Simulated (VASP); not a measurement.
H6C2O: single point with LDA

H6C2O:

```
CELL_PARAMETERS angstrom
7.29363 0.00000 0.00000
0.00000 7.29363 0.00000
0.00000 0.00000 7.29363
ATOMIC_POSITIONS crystal
C 0.86329 0.61458 0.35549
C 0.75537 0.64149 0.19088
C 0.36617 0.59322 0.83637
C 0.19564 0.54630 0.73482
C 0.71468 0.04079 0.29187
C 0.55344 0.15489 0.22609
C 0.82705 0.10378 0.71276
C 0.65609 0.21184 0.74059
O 0.57102 0.62216 0.22248
O 0.23452 0.39615 0.59774
O 0.45542 0.06229 0.08996
O 0.49473 0.13916 0.65161
H 0.52473 0.73219 0.14814
H 0.79002 0.76140 0.12357
H 0.79661 0.54171 0.07029
H 0.00377 0.64534 0.33858
H 0.82340 0.70980 0.46042
H 0.87841 0.47914 0.42746
H 0.29793 0.46416 0.50148
H 0.11594 0.45216 0.82739
H 0.11695 0.65219 0.66369
H 0.38077 0.70921 0.93324
H 0.41287 0.47011 0.92202
H 0.46730 0.62197 0.73459
H 0.50040 0.08004 0.96350
H 0.44420 0.18815 0.33274
H 0.60682 0.28772 0.16002
H 0.80835 0.11376 0.36698
H 0.66400 0.91804 0.37053
H 0.77387 0.01414 0.16178
H 0.41306 0.23989 0.62841
H 0.64320 0.24970 0.89219
H 0.67261 0.34504 0.68143
H 0.91511 0.15985 0.82550
H 0.80631 0.96193 0.76973
H 0.89645 0.11424 0.57170
```

* Program: VASP 6.6.1
* Task: single point
* Functional: LDA
* Potentials or basis: VASP PAW LDA potentials, release 64 (C, O, H)
* Cutoff: 520 eV
* k mesh: 1 × 1 × 1
* Occupations: fermi-dirac, width 0.05 eV
* Spin: no spin polarisation
* Dipole correction: no
* Further INCAR settings: LREAL = Auto; ALGO = Normal; EDIFF = 1e-06; NBANDS = 64

| Quantity | Value |
| --- | --- |
| Pressure | 0.6 GPa |
| Largest force | 4.500 eV/Å |
| Band gap on the k mesh | 4.55 eV |

Forces in eV/Å, atoms in the order of the input:
```
C    0.655 -1.189  1.577
C    1.090 -4.034 -1.671
C    0.651 -0.918  1.023
C   -0.480 -3.129  0.707
C   -3.452 -0.633 -0.716
C   -0.079  1.252  0.061
C    0.624 -0.236  1.005
C   -0.912  0.028 -0.574
O   -1.876  2.014 -1.005
O    0.327  1.675  0.401
O   -0.694 -1.222 -0.543
O    2.050 -1.513  1.361
H   -0.435 -1.212  1.164
H    0.422  2.510 -0.653
H   -0.092  0.236  1.246
H    1.713  0.542 -0.700
H   -0.584  0.668  0.785
H   -0.810  0.058 -0.641
H    0.202 -0.172 -0.622
H   -0.564  1.227 -0.155
H   -0.091  0.301  0.151
H   -0.970  0.170 -0.259
H   -0.280  0.803 -0.782
H    1.226  0.188 -0.807
H    0.024  0.152  0.169
H    1.016 -0.077 -0.330
H   -0.295 -0.400  0.814
H    1.675  1.551  1.525
H    0.352  0.528 -0.580
H    0.984 -0.943 -1.012
H   -1.353  1.141 -0.019
H   -0.339 -0.560 -0.442
H    0.480  1.316 -0.493
H    0.373  0.012 -0.748
H    0.072  0.158 -0.869
H   -0.628 -0.292  1.630
```

Stress tensor (GPa, compression positive):
```
 3.25  0.27 -0.25
 0.27  0.14  1.01
-0.25  1.01 -1.47
```

Levels at points of the mesh, in eV from the valence-band top:
```tsv
k point	band 36	band 37	band 38	band 39	band 40	band 41	band 42	band 43	band 44	band 45
(0.00, 0.00, 0.00)	-1.20	-1.01	-0.44	-0.15	0.00	4.55	5.50	5.99	6.16	6.41
```

It took 36 s on 1 thread of Intel(R) Xeon(R) Platinum 8259CL CPU @ 2.50GHz (Skylake/Cascade Lake), with other jobs on the host, peak memory 0.27 GiB.

Caveat: the k points lie up to 0.86 Å⁻¹ apart.
